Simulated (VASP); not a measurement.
A run of VASP 6.6.1 is set up as follows.

The input POSCAR:

```
HfC
1.0
    0.0000000000      2.2855856060      2.2855856060
    2.2855856060      0.0000000000      2.2855856060
    2.2855856060      2.2855856060      0.0000000000
Hf C
1 1
Direct
    0.0000000000      0.0000000000      0.0000000000
    0.5000000000      0.5000000000      0.5000000000
```

INCAR.step1

```
ALGO = Normal ; EDIFF = 1E-5
ENCUT = 520 ; GGA = PE
ISIF = 2 ; ISMEAR = -1
LASPH = True ; LCHARG = False
LREAL = False ; LWAVE = True
NBANDS = 14 ; NELM = 80
PREC = Accurate ; SIGMA = 0.1
```

The input INCAR.step2:

```
ALGO = Normal ; EDIFF = 1E-6
ENCUT = 520 ; GGA = PE
HFSCREEN = 0.2079 ; ISIF = 2
ISMEAR = -1 ; ISTART = 1
LASPH = True ; LCHARG = False
LHFCALC = True ; LREAL = False
LWAVE = False ; NBANDS = 14
NELM = 80 ; PREC = Accurate
PRECFOCK = Normal ; SIGMA = 0.1
```

KPOINTS

```
k-points
0
Gamma
  4 4 4
```

Potentials or basis: VASP PAW PBE potentials, release 64 (Hf_pv, C).

The run is started by

```console
$ cat potpaw_PBE.64/Hf_pv/POTCAR potpaw_PBE.64/C/POTCAR > POTCAR
$ cp INCAR.step1 INCAR
$ mpirun -np 1 vasp_std > vasp.out
$ cp INCAR.step2 INCAR
$ mpirun -np 1 vasp_std > vasp.out
```

Problem. Predict the pressure.

Solution. 8.4 GPa.

Problem. Predict the band gap on the k mesh.

Solution. Zero (band 7 reaches 7.21 eV, above the bottom of band 8 at 5.74 eV).

Caveat: the k points lie up to 0.60 Å⁻¹ apart; the PAW data sets were made with another functional, which shifts forces and pressure a little; spin-orbit coupling is left out, which moves the levels of the heavy elements.
